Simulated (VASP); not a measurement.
# AlCo in VASP: further runs

The runs below take AlCo through single point, with PBE, r2SCAN.

Program: VASP 6.6.1. These are calculated values, not measurements. Logs are shortened: lines on timing, memory, paths and dates and some standing lists are left out, and cuts for length are marked.

## 1. The cell of the first run

It takes space group Pm-3m (No. 221, cubic). Conventional cell: a = 2.819 Å, b = 2.819 Å, c = 2.819 Å, α = 90.00°, β = 90.00°, γ = 90.00°. Co (site symmetry m-3m) has 8 Al at 2.44 Å and 6 Co at 2.82 Å within 3.2 Å. Within 3.2 Å of Al (site symmetry m-3m) lie 8 Co at 2.44 Å and 6 Al at 2.82 Å.

## 2. Single point, PBE, collinear spin, ferromagnetic start

INCAR

```
ALGO = Normal
EDIFF = 1E-7
ENCUT = 520
GGA = PE
ISIF = 2
ISMEAR = 1
ISPIN = 2
LASPH = True
LCHARG = True
LELF = True
LMAXMIX = 4
LORBIT = 11
LREAL = False
LVHAR = True
LWAVE = False
MAGMOM = 2 0
NBANDS = 17
NELM = 150
PREC = Accurate
SIGMA = 0.1
```

KPOINTS

```
k-points
0
Gamma
  13 13 13
```

POSCAR

```
AlCo
1.0
    2.8194032100      0.0000000000      0.0000000000
    0.0000000000      2.8194032100      0.0000000000
    0.0000000000      0.0000000000      2.8194032100
Co Al
1 1
Direct
    0.5000000000      0.5000000000      0.5000000000
    0.0000000000      0.0000000000      0.0000000000
```

Potentials or basis: VASP PAW PBE potentials, release 64 (Co, Al).

The run is started by

```console
> cat potpaw_PBE.64/Co/POTCAR potpaw_PBE.64/Al/POTCAR > POTCAR
> mpirun -np 1 vasp_std > vasp.out
```

OUTCAR:

```text
EDIFF = 1E-7
   ENCUT = 520
   GGA = PE
   ISIF = 2
   ISMEAR = 1
   ISPIN = 2
   LASPH = True
   LORBIT = 11
   LREAL = False
   NELM = 150
   PREC = Accurate

 ion  position               nearest neighbor table
   1  0.500  0.500  0.500-   2 2.44   2 2.44   2 2.44   2 2.44   2 2.44   2 2.44   2 2.44   2 2.44

   2  0.000  0.000  0.000-   1 2.44   1 2.44   1 2.44   1 2.44   1 2.44   1 2.44   1 2.44   1 2.44

  LATTYP: Found a simple cubic cell.
 ALAT       =     2.8194032100

  Lattice vectors:

 A1 = (   2.8194032100,   0.0000000000,   0.0000000000)
 A2 = (   0.0000000000,   2.8194032100,   0.0000000000)
 A3 = (   0.0000000000,   0.0000000000,   2.8194032100)

Analysis of symmetry for initial positions (statically):
=====================================================================
 Subroutine PRICEL returns:
 Original cell was already a primitive cell.

 Routine SETGRP: Setting up the symmetry group for a
 simple cubic supercell.

 Subroutine GETGRP returns: Found 48 space group operations
 (whereof 48 operations were pure point group operations)
 out of a pool of 48 trial point group operations.

The static configuration has the point symmetry O_h .

Analysis of symmetry for dynamics (positions and initial velocities):
=====================================================================
 Subroutine PRICEL returns:
 Original cell was already a primitive cell.

 Routine SETGRP: Setting up the symmetry group for a
 simple cubic supercell.

 Subroutine GETGRP returns: Found 48 space group operations
 (whereof 48 operations were pure point group operations)
 out of a pool of 48 trial point group operations.

The dynamic configuration has the point symmetry O_h .

Analysis of structural, dynamic, and magnetic symmetry:
=====================================================================
 Subroutine PRICEL returns:
 Original cell was already a primitive cell.

 Routine SETGRP: Setting up the symmetry group for a
 simple cubic supercell.

 Subroutine GETGRP returns: Found 48 space group operations
 (whereof 48 operations were pure point group operations)
 out of a pool of 48 trial point group operations.

The overall configuration has the point symmetry O_h .

 Subroutine INISYM returns: Found 48 space group operations
 (whereof 48 operations are pure point group operations),
 and found     1 'primitive' translations

----------------------------------------------------------------------------------------

                                     Primitive cell

  volume of cell :      22.4115

  direct lattice vectors                    reciprocal lattice vectors
     2.819403210  0.000000000  0.000000000     0.354684990  0.000000000  0.000000000
     0.000000000  2.819403210  0.000000000     0.000000000  0.354684990  0.000000000
     0.000000000  0.000000000  2.819403210     0.000000000  0.000000000  0.354684990

  length of vectors
     2.819403210  2.819403210  2.819403210     0.354684990  0.354684990  0.354684990

  position of ions in fractional coordinates (direct lattice)
     0.500000000  0.500000000  0.500000000
     0.000000000  0.000000000  0.000000000

  ion indices of the primitive-cell ions
   primitive index   ion index
                 1           1
                 2           2

----------------------------------------------------------------------------------------

 KPOINTS: k-points

Automatic generation of k-mesh.
 Grid dimensions read from file:
 generate k-points for:   13   13   13

 Generating k-lattice:

  Cartesian coordinates                     Fractional coordinates (reciprocal lattice)
     0.027283461  0.000000000  0.000000000     0.076923077  0.000000000  0.000000000
     0.000000000  0.027283461  0.000000000     0.000000000  0.076923077  0.000000000
     0.000000000  0.000000000  0.027283461     0.000000000  0.000000000  0.076923077

  Length of vectors
     0.027283461  0.027283461  0.027283461

  Shift w.r.t. Gamma in fractional coordinates (k-lattice)
     0.000000000  0.000000000  0.000000000

 Subroutine IBZKPT returns following result:
 ===========================================

 Found     84 irreducible k-points:

 Following reciprocal coordinates:
            Coordinates               Weight
  0.000000  0.000000  0.000000      1.000000
  0.076923  0.000000  0.000000      6.000000
  0.153846  0.000000  0.000000      6.000000
  0.230769  0.000000  0.000000      6.000000
  0.307692  0.000000  0.000000      6.000000
  0.384615  0.000000  0.000000      6.000000
[... 16 lines left out ...]
  0.307692  0.307692  0.000000     12.000000
  0.384615  0.307692  0.000000     24.000000
 [... further k-points ...]
   k-points           NKPTS =     84   k-points in BZ     NKDIM =     84   number of bands    NBANDS=     17
   number of dos      NEDOS =    301   number of ions     NIONS =      2
   total plane-waves  NPLWV =  13824
   dimension x,y,z NGX =    24 NGY =   24 NGZ =   24
   dimension x,y,z NGXF=    48 NGYF=   48 NGZF=   48
   ions per type =               1   1
   NGX,Y,Z   is equivalent  to a cutoff of  14.15, 14.15, 14.15 a.u.
   NGXF,Y,Z  is equivalent  to a cutoff of  28.30, 28.30, 28.30 a.u.
 SYSTEM =  unknown system
   PREC   = accura    normal or accurate (medium, high low for compatibility)
   ISTART =      0    job   : 0-new  1-cont  2-samecut
   ICHARG =      2    charge: 1-file 2-atom 10-const
   ISPIN  =      2    spin polarized calculation?
   LNONCOLLINEAR =      F non collinear calculations
   LSORBIT =      F    spin-orbit coupling
   LASPH  =      T    aspherical Exc in radial PAW
   ENCUT  =  520.0 eV  38.22 Ry    6.18 a.u.   5.24  5.24  5.24*2*pi/ulx,y,z
   NELM   =    150;   NELMIN=  2; NELMDL= -5     # of ELM steps
   EDIFF  = 0.1E-06   stopping-criterion for ELM
   LREAL  =      F    real-space projection
   EDIFFG = 0.1E-05   stopping-criterion for IOM
   NSW    =      0    number of steps for IOM
   IBRION =     -1    ionic relax: 0-MD 1-quasi-New 2-CG
   NFREE  =      0    steps in history (QN), initial steepest desc. (CG)
   ISIF   =      2    stress and relaxation
   ISYM   =      2    0-nonsym 1-usesym 2-fastsym
   POTIM  = 0.5000    time-step for ionic-motion
   TEBEG  =    0.0;   TEEND  =   0.0 temperature during run
   PSTRESS=    0.0 pullay stress
   NELECT =      12.0000    total number of electrons
   NUPDOWN=      -1.0000    fix difference up-down
   EMIN   =  10.00;   EMAX   =-10.00  energy-range for DOS
   EFERMI =   0.00;   METHOD = LEGACY
   ISMEAR =     1;   SIGMA  =   0.10  broadening in eV -4-tet -1-fermi 0-gaus
   EFERMI_NEDOS =   21; number of points for ismear=-14 and -15
   IALGO  =     38    algorithm
   IMIX   =      4    mixing-type and parameters
     AMIX     =   0.40;   BMIX     =  1.00
     AMIX_MAG =   1.60;   BMIX_MAG =  1.00
  volume/ion in A,a.u.               =      11.21        75.62
  Fermi-wavevector in a.u.,A,eV,Ry     =   1.329366  2.512138 24.044423  1.767215
  Thomas-Fermi vector in A             =   2.458534
   LORBIT       =     11    0 simple, 1 ext, 2 COOP (PROOUT), +10 PAW based schemes
   GGA     = PE    functional components
   LHFCALC =     F    Hartree Fock is set to
   AEXX    =    0.0000 exact exchange contribution
   IVDW    =     0    specifies the selected vdW correction
   LEPSILON=     F    determine dielectric tensor
   LRPA    =     F    only Hartree local field effects (RPA)
 spin polarized calculation
 Methfessel and Paxton  Order N= 1 SIGMA  =   0.10
  energy-cutoff  :      520.00
  volume of cell :       22.41
 maximum number of plane-waves:       624
 NGX is ok and might be reduce to    24
   NGX = 11   NGY = 11   NGZ = 11

 number of electron      11.9999996 magnetization       0.0002823

 number of electron      11.9999996 magnetization      -0.0000593

 Free energy of the ion-electron system (eV)
  ---------------------------------------------------
  ext. energy  EPLUGINS =         0.00000000
  ---------------------------------------------------
  free energy    TOTEN  =       -11.97343386 eV

  energy without entropy =      -11.97311952  energy(sigma->0) =      -11.97332908

 E-fermi :  11.0062     XC(G=0): -12.4237

 val. band max:       10.9775337554   @ k =   0.4615   0.3846   0.3077
 cond. band min:      11.0197535862   @ k =   0.4615   0.3846   0.0769
 fundamental gap:      0.0422198308
 Fermi energy:        11.0061799758

 spin component 1

 k-point     1 :       0.0000    0.0000    0.0000
  band No.  band energies     occupation
      1      -0.2806      1.00000
      2       7.9038      1.00000
      3       7.9038      1.00000
      4      10.1286      1.00000
      5      10.1286      1.00000
      6      10.1286      1.00000
[... 9 lines left out ...]
     16      34.9902      0.00000
     17      34.9902      0.00000

 k-point     2 :       0.0769    0.0000    0.0000
  band No.  band energies     occupation
      1      -0.1657      1.00000
      2       7.8935      1.00000
      3       7.9364      1.00000
      4      10.0659      1.00000
      5      10.0659      1.00000
      6      10.1352      1.00000
[... 9 lines left out ...]
     16      33.6163      0.00000
     17      35.8390      0.00000

 k-point     3 :       0.1538    0.0000    0.0000
  band No.  band energies     occupation
      1       0.1764      1.00000
      2       7.8245      1.00000
      3       8.0283      1.00000
      4       9.9008      1.00000
      5       9.9008      1.00000
      6      10.1537      1.00000
[... 392 lines left out ...]
 k-point    23 :       0.3077    0.3077    0.0000
  band No.  band energies     occupation
      1       3.1343      1.00000
      2       7.4402      1.00000
      3       8.0686      1.00000
      4       9.0526      1.00000
      5       9.5616      1.00000
      6       9.6558      1.00000
[... 9 lines left out ...]
     16      31.5045      0.00000
     17      36.1240      0.00000

 k-point    24 :       0.3846    0.3077    0.0000
  band No.  band energies     occupation
      1       3.9597      1.00000
      2       6.9043      1.00000
      3       8.2772      1.00000
      4       8.9971      1.00000
      5       9.4497      1.00000
      6       9.6523      1.00000
[... 9 lines left out ...]
     16      32.6571      0.00000
     17      34.7211      0.00000

 [... further k-points ...]

 spin component 2

 k-point     1 :       0.0000    0.0000    0.0000
  band No.  band energies     occupation
      1      -0.2805      1.00000
      2       7.9037      1.00000
      3       7.9037      1.00000
      4      10.1286      1.00000
      5      10.1286      1.00000
      6      10.1286      1.00000
[... 9 lines left out ...]
     16      34.9902      0.00000
     17      34.9902      0.00000

 k-point     2 :       0.0769    0.0000    0.0000
  band No.  band energies     occupation
      1      -0.1657      1.00000
      2       7.8934      1.00000
      3       7.9363      1.00000
      4      10.0658      1.00000
      5      10.0658      1.00000
      6      10.1352      1.00000
[... 9 lines left out ...]
     16      33.6163      0.00000
     17      35.8392      0.00000

 k-point     3 :       0.1538    0.0000    0.0000
  band No.  band energies     occupation
      1       0.1764      1.00000
      2       7.8244      1.00000
      3       8.0283      1.00000
      4       9.9008      1.00000
      5       9.9008      1.00000
      6      10.1537      1.00000
[... 392 lines left out ...]
 k-point    23 :       0.3077    0.3077    0.0000
  band No.  band energies     occupation
      1       3.1343      1.00000
      2       7.4402      1.00000
      3       8.0686      1.00000
      4       9.0525      1.00000
      5       9.5615      1.00000
      6       9.6558      1.00000
[... 9 lines left out ...]
     16      31.5045      0.00000
     17      36.1240      0.00000

 k-point    24 :       0.3846    0.3077    0.0000
  band No.  band energies     occupation
      1       3.9597      1.00000
      2       6.9043      1.00000
      3       8.2772      1.00000
      4       8.9970      1.00000
      5       9.4497      1.00000
      6       9.6523      1.00000
[... 9 lines left out ...]
     16      32.6571      0.00000
     17      34.7211      0.00000

 [... further k-points ...]

------------------------ aborting loop because EDIFF is reached ----------------------------------------

  FORCE on cell =-STRESS in cart. coord.  units (eV):
  Direction    XX          YY          ZZ          XY          YZ          ZX
  --------------------------------------------------------------------------------------
  -------------------------------------------------------------------------------------
  Total        0.9093640      0.9093640      0.9093640     -0.0000000     -0.0000000      0.0000000
  in kB       65.0094928     65.0094928     65.0094928     -0.0000000     -0.0000000      0.0000000
  external PRESSURE =      65.0094928 kB  Pullay stress =       0.0000000 kB

 VOLUME and BASIS-vectors are now :
 -----------------------------------------------------------------------------
  energy-cutoff  :      520.00
  volume of cell :       22.41
      direct lattice vectors                 reciprocal lattice vectors
     2.819403210  0.000000000  0.000000000     0.354684990  0.000000000  0.000000000
     0.000000000  2.819403210  0.000000000     0.000000000  0.354684990  0.000000000
     0.000000000  0.000000000  2.819403210     0.000000000  0.000000000  0.354684990

 POSITION                                       TOTAL-FORCE (eV/Angst)
 -----------------------------------------------------------------------------------
      1.40970      1.40970      1.40970         0.000000      0.000000      0.000000
      0.00000      0.00000      0.00000         0.000000      0.000000      0.000000
 -----------------------------------------------------------------------------------
    total drift:                                0.000000     -0.000000     -0.000000

  FREE ENERGIE OF THE ION-ELECTRON SYSTEM (eV)
  ---------------------------------------------------
  free  energy   TOTEN  =       -11.9734338567 eV

  energy  without entropy=      -11.9731195235  energy(sigma->0) =      -11.97332908

 total charge

# of ion       s       p       d       tot
------------------------------------------
    1        0.446   0.536   7.530   8.512
    2        0.399   0.443   0.000   0.841
--------------------------------------------------
tot          0.845   0.979   7.530   9.354

 magnetization (x)

# of ion       s       p       d       tot
------------------------------------------
    1        0.000   0.000  -0.000  -0.000
    2       -0.000   0.000   0.000   0.000
--------------------------------------------------
tot          0.000   0.000  -0.000  -0.000
```

Run time: 41 s. Hardware: 1 thread of AMD EPYC 9R45 (Zen 5), shared host; peak memory 0.15 GiB.

Results:

```
Free energy                                           : -11.9734 eV
Pressure                                              : 6.5 GPa
Band gap on the k mesh                                : zero (filled and empty bands overlap)
Net moment                                            : 0.00 μB per cell
Valence electrons inside the program's atomic spheres : Co 8.51; Al 0.84
```

Caveat: the starting moments collapsed, and a magnetic state may lie lower.

(Part 1 of 2 ends here.)
